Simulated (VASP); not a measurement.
# C (Fmmm) in VASP: a series of runs, part 2 of 2

VASP 6.6.1. The steps go on from the part before.

**4. Single point, PBEsol**

This run uses another cell than the first one, of the same volume but with other edges.

Contents of INCAR:

```
SYSTEM = C
ALGO = Normal
EDIFF = 1E-6
ENCUT = 520
GGA = PS
ISIF = 2
ISMEAR = 0
LASPH = .True.
LCHARG = .False.
LREAL = .False.
LWAVE = .False.
NBANDS = 11
NELM = 100
PREC = Accurate
SIGMA = 0.05
```

Contents of KPOINTS:

```
k-points
0
Gamma
  14 14 14
  0 0 0
```

Contents of POSCAR:

```
C
1.0
    0.0000000000      2.0926875483      3.4586900833
    1.2081900843      0.0000000000      3.4586900833
    1.2081900843      2.0926875483      0.0000000000
C
2
Direct
    0.1666700000      0.8333300000      0.1666700000
    0.8333300000      0.1666700000      0.8333300000
```

Potentials or basis: VASP PAW PBE potentials, release 64 (C).

Launch:

```console
$ cat potpaw_PBE.64/C/POTCAR > POTCAR
$ mpirun -np 1 vasp_std > vasp.out
```

OUTCAR:

```text
SYSTEM = C
   EDIFF = 1E-6
   ENCUT = 520
   GGA = PS
   ISIF = 2
   ISMEAR = 0
   LASPH = .True.
   LREAL = .False.
   NELM = 100
   PREC = Accurate

 ion  position               nearest neighbor table
   1  0.167  0.833  0.167-   2 1.40   2 1.40   2 1.40
   2  0.833  0.167  0.833-   1 1.40   1 1.40   1 1.40

  LATTYP: Found a face centered orthorhombic cell.
 ALAT       =     2.4163801686
 B/A-ratio  =     1.7320846906
 C/A-ratio  =     2.8627035830

  Lattice vectors:

 A1 = (   0.0000000000,   2.0926875483,   3.4586900833)
 A2 = (   1.2081900843,   0.0000000000,   3.4586900833)
 A3 = (   1.2081900843,   2.0926875483,   0.0000000000)

Analysis of symmetry for initial positions (statically):
=====================================================================
 Subroutine PRICEL returns:
 Original cell was already a primitive cell.

 Routine SETGRP: Setting up the symmetry group for a
 face centered orthorhombic supercell.

 Subroutine GETGRP returns: Found  8 space group operations
 (whereof  8 operations were pure point group operations)
 out of a pool of  8 trial point group operations.

The static configuration has the point symmetry D_2h.

Analysis of symmetry for dynamics (positions and initial velocities):
=====================================================================
 Subroutine PRICEL returns:
 Original cell was already a primitive cell.

 Routine SETGRP: Setting up the symmetry group for a
 face centered orthorhombic supercell.

 Subroutine GETGRP returns: Found  8 space group operations
 (whereof  8 operations were pure point group operations)
 out of a pool of  8 trial point group operations.

The dynamic configuration has the point symmetry D_2h.

 Subroutine INISYM returns: Found  8 space group operations
 (whereof  8 operations are pure point group operations),
 and found     1 'primitive' translations

----------------------------------------------------------------------------------------

                                     Primitive cell

  volume of cell :      17.4897

  direct lattice vectors                    reciprocal lattice vectors
     0.000000000  2.092687548  3.458690083    -0.413842165  0.238927211  0.144563401
     1.208190084  0.000000000  3.458690083     0.413842165 -0.238927211  0.144563401
     1.208190084  2.092687548  0.000000000     0.413842165  0.238927211 -0.144563401

  length of vectors
     4.042508907  3.663640317  2.416415621     0.499249563  0.499249563  0.499249563

  position of ions in fractional coordinates (direct lattice)
     0.166670000  0.833330000  0.166670000
     0.833330000  0.166670000  0.833330000

  ion indices of the primitive-cell ions
   primitive index   ion index
                 1           1
                 2           2

----------------------------------------------------------------------------------------

 KPOINTS: k-points

Automatic generation of k-mesh.
 Grid dimensions read from file:
 generate k-points for:   14   14   14

 Generating k-lattice:

  Cartesian coordinates                     Fractional coordinates (reciprocal lattice)
    -0.029560155  0.017066229  0.010325957     0.071428571  0.000000000  0.000000000
     0.029560155 -0.017066229  0.010325957     0.000000000  0.071428571  0.000000000
     0.029560155  0.017066229 -0.010325957    -0.000000000 -0.000000000  0.071428571

  Length of vectors
     0.035660683  0.035660683  0.035660683

  Shift w.r.t. Gamma in fractional coordinates (k-lattice)
     0.000000000  0.000000000  0.000000000

 Subroutine IBZKPT returns following result:
 ===========================================

 Found    428 irreducible k-points:

 Following reciprocal coordinates:
            Coordinates               Weight
  0.000000  0.000000  0.000000      1.000000
  0.071429 -0.000000  0.000000      8.000000
  0.142857 -0.000000  0.000000      8.000000
  0.214286  0.000000  0.000000      8.000000
  0.285714  0.000000  0.000000      8.000000
  0.357143 -0.000000  0.000000      8.000000
[... 16 lines left out ...]
  0.214286  0.142857  0.000000      8.000000
  0.285714  0.142857  0.000000      8.000000
 [... further k-points ...]
   k-points           NKPTS =    428   k-points in BZ     NKDIM =    428   number of bands    NBANDS=     11
   number of dos      NEDOS =    301   number of ions     NIONS =      2
   total plane-waves  NPLWV =  15120
   dimension x,y,z NGX =    30 NGY =   28 NGZ =   18
   dimension x,y,z NGXF=    60 NGYF=   56 NGZF=   36
   ions per type =               2
   NGX,Y,Z   is equivalent  to a cutoff of  12.34, 12.71, 12.38 a.u.
   NGXF,Y,Z  is equivalent  to a cutoff of  24.67, 25.41, 24.77 a.u.
 SYSTEM =  C
   PREC   = accura    normal or accurate (medium, high low for compatibility)
   ISTART =      0    job   : 0-new  1-cont  2-samecut
   ICHARG =      2    charge: 1-file 2-atom 10-const
   ISPIN  =      1    spin polarized calculation?
   LNONCOLLINEAR =      F non collinear calculations
   LSORBIT =      F    spin-orbit coupling
   LASPH  =      T    aspherical Exc in radial PAW
   ENCUT  =  520.0 eV  38.22 Ry    6.18 a.u.   7.52  6.81  4.49*2*pi/ulx,y,z
   NELM   =    100;   NELMIN=  2; NELMDL= -5     # of ELM steps
   EDIFF  = 0.1E-05   stopping-criterion for ELM
   LREAL  =      F    real-space projection
   EDIFFG = 0.1E-04   stopping-criterion for IOM
   NSW    =      0    number of steps for IOM
   IBRION =     -1    ionic relax: 0-MD 1-quasi-New 2-CG
   NFREE  =      0    steps in history (QN), initial steepest desc. (CG)
   ISIF   =      2    stress and relaxation
   ISYM   =      2    0-nonsym 1-usesym 2-fastsym
   POTIM  = 0.5000    time-step for ionic-motion
   TEBEG  =    0.0;   TEEND  =   0.0 temperature during run
   PSTRESS=    0.0 pullay stress
   NELECT =       8.0000    total number of electrons
   NUPDOWN=      -1.0000    fix difference up-down
   EMIN   =  10.00;   EMAX   =-10.00  energy-range for DOS
   EFERMI =   0.00;   METHOD = LEGACY
   ISMEAR =     0;   SIGMA  =   0.05  broadening in eV -4-tet -1-fermi 0-gaus
   EFERMI_NEDOS =   21; number of points for ismear=-14 and -15
   IALGO  =     38    algorithm
   IMIX   =      4    mixing-type and parameters
     AMIX     =   0.40;   BMIX     =  1.00
     AMIX_MAG =   1.60;   BMIX_MAG =  1.00
  volume/ion in A,a.u.               =       8.74        59.01
  Fermi-wavevector in a.u.,A,eV,Ry     =   1.261376  2.383654 21.647797  1.591068
  Thomas-Fermi vector in A             =   2.394838
   LORBIT       =      0    0 simple, 1 ext, 2 COOP (PROOUT), +10 PAW based schemes
   GGA     = PS    functional components
   LHFCALC =     F    Hartree Fock is set to
   AEXX    =    0.0000 exact exchange contribution
   IVDW    =     0    specifies the selected vdW correction
   LEPSILON=     F    determine dielectric tensor
   LRPA    =     F    only Hartree local field effects (RPA)
 non-spin polarized calculation
 Gauss-broadening in eV      SIGMA  =   0.05
  energy-cutoff  :      520.00
  volume of cell :       17.49
 maximum number of plane-waves:       485
   NGX = 15   NGY = 13   NGZ =  9

 number of electron       8.0000000 magnetization

 Free energy of the ion-electron system (eV)
  ---------------------------------------------------
  ext. energy  EPLUGINS =         0.00000000
  ---------------------------------------------------
  free energy    TOTEN  =       -19.23962588 eV

  energy without entropy =      -19.23962588  energy(sigma->0) =      -19.23962588

 E-fermi :   4.9841     XC(G=0): -10.4488

 val. band max:        4.6475813985   @ k =   0.5000  -0.1429   0.3571
 cond. band min:       5.1902445952   @ k =  -0.0714   0.2857   0.2857
 fundamental gap:      0.5426631967
 Fermi energy:         4.9840938626

 k-point     1 :       0.0000    0.0000    0.0000
  band No.  band energies     occupation
      1     -15.3736      2.00000
      2      -2.4668      2.00000
      3       1.7428      2.00000
      4       1.7599      2.00000
      5       8.2837      0.00000
      6      13.4008      0.00000
      7      13.4522      0.00000
      8      16.8697      0.00000
      9      18.7910      0.00000
     10      27.7970      0.00000
     11      29.3307      0.00000
[... 309 lines left out ...]
 k-point    24 :       0.2857    0.1429    0.0000
  band No.  band energies     occupation
      1     -14.7847      2.00000
      2      -2.5993      2.00000
      3      -0.0478      2.00000
      4       0.8024      2.00000
      5      10.7099      0.00000
      6      13.5398      0.00000
      7      15.1733      0.00000
      8      15.4679      0.00000
      9      19.5812      0.00000
     10      26.0752      0.00000
     11      29.0210      0.00000

 [... further k-points ...]
[... 5 lines left out ...]
  --------------------------------------------------------------------------------------
  -------------------------------------------------------------------------------------
  Total        2.6111719      2.6154377      0.0849305     -0.0000000      0.0000000      0.0000000
  in kB      239.2019696    239.5927427      7.7802367     -0.0000000      0.0000000      0.0000000
  external PRESSURE =     162.1916497 kB  Pullay stress =       0.0000000 kB

 VOLUME and BASIS-vectors are now :
 -----------------------------------------------------------------------------
  energy-cutoff  :      520.00
  volume of cell :       17.49
      direct lattice vectors                 reciprocal lattice vectors
     0.000000000  2.092687548  3.458690083    -0.413842165  0.238927211  0.144563401
     1.208190084  0.000000000  3.458690083     0.413842165 -0.238927211  0.144563401
     1.208190084  2.092687548  0.000000000     0.413842165  0.238927211 -0.144563401

 POSITION                                       TOTAL-FORCE (eV/Angst)
 -----------------------------------------------------------------------------------
      1.20819      0.69758      3.45869         0.000000      0.023010      0.000000
      1.20819      3.48780      3.45869         0.000000     -0.023010      0.000000
 -----------------------------------------------------------------------------------
    total drift:                               -0.000000     -0.000000     -0.000000

  FREE ENERGIE OF THE ION-ELECTRON SYSTEM (eV)
  ---------------------------------------------------
  free  energy   TOTEN  =       -19.2396258812 eV

  energy  without entropy=      -19.2396258812  energy(sigma->0) =      -19.23962588
```

OSZICAR:

```text
N       E                     dE             d eps       ncg     rms          rms(c)
DAV:   1     0.407514942367E-03    0.40751E-03   -0.41092E+03  9595   0.644E+02
DAV:   2    -0.201961401665E+02   -0.20197E+02   -0.19262E+02 12460   0.120E+02
DAV:   3    -0.206525827353E+02   -0.45644E+00   -0.45551E+00 11869   0.145E+01
DAV:   4    -0.206542422378E+02   -0.16595E-02   -0.16594E-02 11016   0.107E+00
DAV:   5    -0.206542488671E+02   -0.66293E-05   -0.66292E-05 11958   0.609E-02    0.686E+00
DAV:   6    -0.195778988499E+02    0.10764E+01   -0.91128E-01 10762   0.556E+00    0.396E+00
DAV:   7    -0.192367370212E+02    0.34116E+00   -0.10133E+00 11131   0.592E+00    0.108E+00
DAV:   8    -0.192399931179E+02   -0.32561E-02   -0.26690E-02 10509   0.103E+00    0.160E-01
DAV:   9    -0.192395687636E+02    0.42435E-03   -0.84839E-04 11483   0.178E-01    0.706E-02
DAV:  10    -0.192396252653E+02   -0.56502E-04   -0.18573E-04 10752   0.909E-02    0.329E-02
DAV:  11    -0.192396258812E+02   -0.61588E-06   -0.79467E-06 11379   0.165E-02
   1 F= -.19239626E+02 E0= -.19239626E+02  d E =-.501997E-11
```

stdout:

```text
POSCAR found type information on POSCAR C
 POSCAR found :  1 types and       2 ions
 scaLAPACK will be used
 -----------------------------------------------------------------------------
|                                                                             |
|                                                                             |
|     You enforced a specific xc type in the INCAR file but a different       |
|     I HOPE YOU KNOW WHAT YOU ARE DOING!                                     |
|                                                                             |
 -----------------------------------------------------------------------------

 LDA part: xc-table for (Slater+PW92), standard interpolation
 POSCAR, INCAR and KPOINTS ok, starting setup
 FFT: planning ... GRIDC
 FFT: planning ... GRID_SOFT
 FFT: planning ... GRID
 WAVECAR not read
 entering main loop
```

Run time: 52 s. Hardware: 1 thread of AMD EPYC 9R45 (Zen 5), shared host; peak memory 0.15 GiB.

What came out:

- Free energy: -19.2396 eV
- Pressure: 16.2 GPa
- Largest force: 0.023 eV/Å
- Band gap on the k mesh: 0.54 eV, indirect (least direct gap 0.65 eV)

Forces on the atoms (eV/Å):
```
C    0.000  0.023  0.000
C    0.000 -0.023  0.000
```

Caveat: the PAW data sets were made with another functional, which shifts forces and pressure a little.

**5. Single point, PBEsol**

This run uses another cell than the first one, of the same volume but with other edges.

Contents of INCAR:

```
SYSTEM = C
PREC = Accurate ; ENCUT = 520
EDIFF = 1E-7 ; ISMEAR = 0
SIGMA = 0.05 ; LREAL = .False.
LASPH = .True. ; NELM = 60
ALGO = Normal ; ISIF = 2
LWAVE = .False. ; LCHARG = .False.
GGA = PS ; NBANDS = 11
```

Contents of KPOINTS:

```
Automatic mesh
0
Gamma
  14 14 14
  0 0 0
```

Contents of POSCAR:

```
C
1.0
    0.0000000000      2.2912412928      2.8852189369
    1.3228228997      0.0000000000      2.8852189369
    1.3228228997      2.2912412928      0.0000000000
C
2
Direct
    0.1666700000      0.8333300000      0.1666700000
    0.8333300000      0.1666700000      0.8333300000
```

Launch:

```console
$ cat potpaw_PBE.64/C/POTCAR > POTCAR
$ mpirun -np 1 vasp_std > vasp.out
```

Run time: 43 s. Hardware: 1 thread of AMD EPYC 9R45 (Zen 5), shared host; peak memory 0.15 GiB.

Results (log left out):

- Free energy: -18.5267 eV
- Pressure: -47.4 GPa
- Largest force: 0.020 eV/Å
- Band gap on the k mesh: zero (band 4 reaches 5.10 eV, above the bottom of band 5 at 4.58 eV)

Forces in eV/Å, atoms in the order of the input:
```
C    0.000 -0.020  0.000
C    0.000  0.020  0.000
```

Stress tensor (GPa, compression positive):
```
-75.80   0.00   0.00
  0.00 -79.12   0.00
  0.00   0.00  12.64
```

Levels at points of the mesh, in eV from the Fermi level:
| k point | band 1 | band 2 | band 3 | band 4 | band 5 | band 6 | band 7 | band 8 | band 9 |
| --- | --- | --- | --- | --- | --- | --- | --- | --- | --- |
| (0.00, 0.00, 0.00) | -18.62 | -4.25 | -3.33 | -3.18 | 6.42 | 6.58 | 6.94 | 8.18 | 8.55 |
| (0.50, 0.00, 0.00) | -13.77 | -12.29 | -6.09 | -2.28 | 1.18 | 5.06 | 12.23 | 15.00 | 15.87 |
| (0.50, 0.50, 0.00) | -17.66 | -8.44 | -3.40 | -3.26 | 6.51 | 6.69 | 7.83 | 9.04 | 14.78 |
| (0.50, 0.00, 0.50) | -14.15 | -12.57 | -5.94 | -0.40 | 2.49 | 5.66 | 11.52 | 11.65 | 15.93 |
| (0.00, 0.50, 0.50) | -13.35 | -11.95 | -6.22 | -3.85 | -0.02 | 4.56 | 13.61 | 15.81 | 16.53 |

Caveat: the PAW data sets were made with another functional, which shifts forces and pressure a little.

**6. Single point, PBEsol**

This run uses another cell than the first one, of the same volume but with other edges.

Contents of INCAR:

```
ALGO     = Normal         # electronic algorithm
EDIFF    = 1E-6           # SCF threshold, eV
ENCUT    = 520            # plane-wave cutoff, eV
GGA      = PS             # functional
ISIF     = 2              # what is computed and relaxed
ISMEAR   = 0              # smearing method
LASPH    = T              # aspherical terms in the spheres
LCHARG   = F              # write CHGCAR
LREAL    = F              # projectors in reciprocal space
LWAVE    = F              # write WAVECAR
NBANDS   = 11             # bands
NELM     = 60             # most SCF steps
PREC     = Accurate       # precision mode
SIGMA    = 0.05           # smearing width, eV
```

Contents of KPOINTS:

```
k-points
0
Gamma
  14 14 14
```

Contents of POSCAR:

```
C
1.0
    0.0000000000      1.9488857157      3.9879314476
    1.1251676816      0.0000000000      3.9879314476
    1.1251676816      1.9488857157      0.0000000000
C
2
Direct
    0.1666700000      0.8333300000      0.1666700000
    0.8333300000      0.1666700000      0.8333300000
```

Potentials or basis: VASP PAW PBE potentials, release 64 (C).

Launch:

```console
$ cat potpaw_PBE.64/C/POTCAR > POTCAR
$ mpirun -np 1 vasp_std > vasp.out
```

Wall time 80 s (1 thread of AMD EPYC 9R45 (Zen 5), shared host); peak memory 0.16 GiB.

Results (log left out):

| Property | Result |
| --- | --- |
| Free energy | -18.0236 eV |
| Pressure | 91.8 GPa |
| Band gap on the k mesh | 1.25 eV, indirect (least direct gap 1.33 eV) |

Stress tensor (GPa, compression positive):
```
137.85   0.00   0.00
  0.00 137.82   0.00
  0.00   0.00  -0.36
```

Levels at points of the mesh, in eV from the valence-band top:
| k point | band 2 | band 3 | band 4 | band 5 | band 6 | band 7 |
| --- | --- | --- | --- | --- | --- | --- |
| (0.00, 0.00, 0.00) | -8.77 | -2.18 | -2.18 | 2.74 | 10.86 | 10.87 |
| (0.50, 0.00, 0.00) | -14.50 | -6.55 | -2.36 | 2.29 | 10.87 | 13.02 |
| (0.50, 0.50, 0.00) | -9.41 | -2.18 | -2.18 | 6.71 | 10.86 | 10.86 |
| (0.50, 0.00, 0.50) | -14.52 | -6.55 | -2.16 | 2.64 | 10.89 | 11.78 |
| (0.00, 0.50, 0.50) | -14.48 | -6.55 | -2.56 | 1.99 | 10.83 | 14.58 |

Caveat: the PAW data sets were made with another functional, which shifts forces and pressure a little. A k mesh can miss the band edges.

**7. Overview**

| cell | gap on the mesh (eV) | pressure (GPa) | largest force (eV/Å) |
| --- | --- | --- | --- |
| a = 4.120, b = 3.761, c = 2.379 Å, angles 80.9, 64.3, 34.8°, 2 atoms | 0.72 | 30.8 | 0.02 |
| a = 3.907, b = 3.488, c = 2.490 Å, angles 79.7, 61.4, 38.8°, 2 atoms | 0.15 | -8.8 | 0.04 |
| a = 4.043, b = 3.664, c = 2.416 Å, angles 80.5, 63.4, 36.1°, 2 atoms | 0.54 | 16.2 | 0.02 |
| a = 3.684, b = 3.174, c = 2.646 Å, angles 78.0, 57.4, 44.6°, 2 atoms | none | -47.4 | 0.02 |
| a = 4.439, b = 4.144, c = 2.250 Å, angles 82.2, 67.7, 30.2°, 2 atoms | 1.25 | 91.8 | - |

Alike in all rows: task single point; level PBEsol; potentials or basis VASP PAW PBE potentials, release 64 (C); no spin polarisation; k mesh 14 × 14 × 14; cutoff (eV) 520; smearing gaussian 0.05 eV.

Caveats: the PAW data sets were made with another functional, which shifts forces and pressure a little.

Total energies depend on the potentials used, so only differences within one code and one set of settings carry meaning.
